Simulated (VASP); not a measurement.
A run of VASP 6.6.1 is set up as follows.

The input POSCAR:

```
C
1.0
    0.0000000000      1.7801423691      1.7801423691
    1.7801423691      0.0000000000      1.7801423691
    1.7801423691      1.7801423691      0.0000000000
C
2
Direct
    0.0000000000      0.0000000000      0.0000000000
    0.2500000000      0.2500000000      0.2500000000
```

The input INCAR.step1:

```
SYSTEM = C
PREC = Accurate ; ENCUT = 520
ISMEAR = 0 ; SIGMA = 0.01
LREAL = .FALSE. ; LASPH = .TRUE.
NELM = 60 ; NBANDS = 11
GGA = PE ; ALGO = Normal
EDIFF = 1E-4 ; LWAVE = .TRUE.
LCHARG = .FALSE.
```

The input INCAR.step2:

```
SYSTEM = C
PREC = Accurate ; ENCUT = 520
EDIFF = 1E-7 ; ISMEAR = 0
SIGMA = 0.01 ; LREAL = .FALSE.
LASPH = .TRUE. ; NELM = 60
ALGO = Normal ; ISIF = 2
LWAVE = .FALSE. ; LCHARG = .FALSE.
METAGGA = R2SCAN ; LMIXTAU = .TRUE.
NBANDS = 11 ; ISTART = 1
```

The input KPOINTS:

```
regular mesh
0
G
  10 10 10
  0 0 0
```

Potentials or basis: VASP PAW PBE potentials, release 64 (C).

Run with:

```bash
$ cat potpaw_PBE.64/C/POTCAR > POTCAR
$ cp INCAR.step1 INCAR
$ mpirun -np 1 vasp_std > vasp.out
$ cp INCAR.step2 INCAR
$ mpirun -np 1 vasp_std > vasp.out
```

Estimate the pressure.

1.1 GPa.

What does it give for the band gap on the k mesh?

4.38 eV, indirect (least direct gap 5.85 eV).

Caveat: the PAW data sets were made with another functional, which shifts forces and pressure a little. A k mesh can miss the band edges.
